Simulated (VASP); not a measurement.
TiGe4: relaxation of cell and atoms with PBE

TiGe4:

```
Ti Ge
1.0
     4.63807    0.00000    0.00000
     0.00000    4.63807    0.00000
     0.00000    0.00000    4.63807
Ti Ge
1 4
Direct
  0.00000 0.00000 0.00000
  0.25000 0.25000 0.25000
  0.75000 0.75000 0.25000
  0.25000 0.75000 0.75000
  0.75000 0.25000 0.75000
```

The cell was generated, and may not be a known phase.

| Quantity | Value |
| --- | --- |
| Program | VASP 6.6.1 |
| Task | relaxation of cell and atoms |
| Functional | PBE |
| Potentials or basis | VASP PAW PBE potentials, release 64 (Ti_sv, Ge_d) |
| Cutoff | 600 eV |
| k mesh | 4 × 4 × 4 |
| Occupations | gaussian, width 0.1 eV |
| Spin | no spin polarisation |
| Dipole correction | no |
| Further INCAR settings | ALGO = Normal; EDIFF = 1e-07; IBRION = 2; EDIFFG = -0.04; NSW = 90; ISIF = 3 |

```
Relaxed volume                        : 21.95 Å³/atom
Relaxed cell                          : a = 4.788 Å, b = 4.788 Å, c = 4.788 Å, α = 90.00°, β = 90.00°, γ = 90.00°
Space group after relaxing (to 0.1 Å) : P-43m (No. 215)
Energy gained by relaxing             : 1726.7 meV/atom
Ionic steps                           : 14
Pressure after relaxing               : 0.0 GPa
Band gap on the k mesh                : zero (bands 34 and 35 overlap by 1.02 eV)
```

Step by step:
```tsv
step	energy change (eV)	largest force (eV/Å)	pressure (GPa)	volume (Å³)
1	0.0000	9.3220	30.89	99.77
2	-5.8278	0.5466	-10.72	166.28
3	-6.9782	1.5224	-7.89	137.55
4	-6.9882	1.6340	-7.48	136.03
5	-6.9874	1.7968	-6.87	134.04
6	-8.2340	1.3652	-4.26	118.21
7	-8.5995	0.0910	2.74	105.64
8	-8.6159	0.3652	0.67	108.27
9	-8.6180	0.2532	1.14	107.57
10	-8.6169	0.1712	1.53	107.08
11	-8.6288	0.1912	0.61	109.00
12	-8.6295	0.1221	0.78	108.63
13	-8.6326	0.0469	-0.33	110.27
14	-8.6333	0.0034	0.00	109.77
```

Final structure:
```xyz
5
Lattice="4.7880 0.0000 0.0000 0.0000 4.7880 0.0000 0.0000 0.0000 4.7880" Properties=species:S:1:pos:R:3 pbc="T T T"
Ti    0.0000    0.0000    0.0000
Ge    1.4693    1.4693    1.4693
Ge    3.3187    3.3187    1.4693
Ge    1.4693    3.3187    3.3187
Ge    3.3187    1.4693    3.3187
```

Levels at points of the mesh, in eV from the Fermi level:
```tsv
k point	band 32	band 33	band 34	band 35	band 36	band 37
(0.00, 0.00, 0.00)	-0.83	-0.83	-0.83	0.97	0.97	1.47
(0.50, 0.00, 0.00)	-1.50	-1.41	-1.41	-0.75	0.19	0.19
(0.50, 0.50, 0.00)	-2.49	-0.47	0.03	0.36	0.43	0.43
(0.50, 0.50, 0.50)	-3.58	0.27	0.27	0.27	0.36	0.36
```

Wall time 9.9 min on 1 thread of Intel(R) Xeon(R) 6975P-C (Granite Rapids), with other jobs on the host, peak memory 0.25 GiB.
